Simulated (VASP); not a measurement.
Here is a VASP 6.6.1 calculation.

File INCAR:

```
SYSTEM = SiC20
PREC = Accurate
ENCUT = 520
EDIFF = 1E-6
ISMEAR = 0
SIGMA = 0.1
LREAL = Auto
LASPH = .TRUE.
NELM = 100
ALGO = Normal
ISIF = 2
LWAVE = .FALSE.
LCHARG = .FALSE.
LDIPOL = .TRUE.
IDIPOL = 3
DIPOL = 0.5 0.5 0.322
NBANDS = 58
```

Contents of KPOINTS:

```
regular mesh
0
G
  6 4 1
  0 0 0
```

Contents of POSCAR:

```
SiC20
1.0
    4.8886397374      0.0000000000      0.0000000000
    0.0000000000      6.7320639185      0.0000000000
    0.0000000000      0.0000000000     19.8779297502
C Si
20 1
Direct
    0.1873445658      0.7499862731      0.2012281988
    0.6873445658      0.7499862731      0.2012281988
    0.3122616418      0.2500137269      0.2189744258
    0.8122616418      0.2500137269      0.2189744258
    0.0622461176      0.2500137269      0.2544882356
    0.5622461176      0.2500137269      0.2544882356
    0.1871631936      0.7499862731      0.2722344626
    0.6871631936      0.7499862731      0.2722344626
    0.4371476695      0.7499862731      0.3077482725
    0.9371476696      0.7499862731      0.3077482725
    0.0327331600      0.2593588811      0.3267972099
    0.5327331600      0.2593588811      0.3267972099
    0.2778387656      0.2880713332      0.3614247234
    0.7778387656      0.2880713332      0.3614247234
    0.4611295625      0.6809589459      0.3746072660
    0.9611295625      0.6809589459      0.3746072660
    0.2151187046      0.6005973959      0.3990088605
    0.7151187046      0.6005973959      0.3990088605
    0.2458331930      0.4038298762      0.4214689284
    0.7458331930      0.4038298762      0.4214689284
    0.4958331930      0.6538298762      0.4828957709
```

Potentials or basis: VASP PAW LDA potentials, release 64 (C, Si).

Run with:

```sh
$ cat potpaw_LDA.64/C/POTCAR potpaw_LDA.64/Si/POTCAR > POTCAR
$ mpirun -np 1 vasp_std > vasp.out
```

Question: What does it give for the largest force?

Answer: 2.640 eV/Å.

Question: Estimate the band gap on the k mesh.

Answer: Zero (band 42 reaches -2.87 eV, above the bottom of band 43 at -3.16 eV).

Forces in eV/Å, atoms in the order of the input:
```
C    0.021 -0.048  1.412
C    0.206 -0.021  1.475
C   -0.176  0.093  2.054
C   -0.174  0.043  2.096
C   -1.154 -0.372 -2.142
C   -1.054 -0.484 -2.177
C    0.350  1.029 -2.112
C   -0.095  0.907 -2.214
C    0.987 -0.015  0.014
C    1.179 -0.891  1.492
C   -0.087  0.111  0.550
C   -0.035 -0.052  0.219
C    0.623 -0.683 -0.195
C   -0.285 -0.828 -0.249
C   -0.297 -0.275 -2.108
C    0.110  0.776 -1.393
C   -0.447  1.764  1.301
C    0.034  1.942  1.788
C   -0.306 -0.840  0.408
C    1.166 -1.428 -0.237
Si  -0.566 -0.728  0.018
```
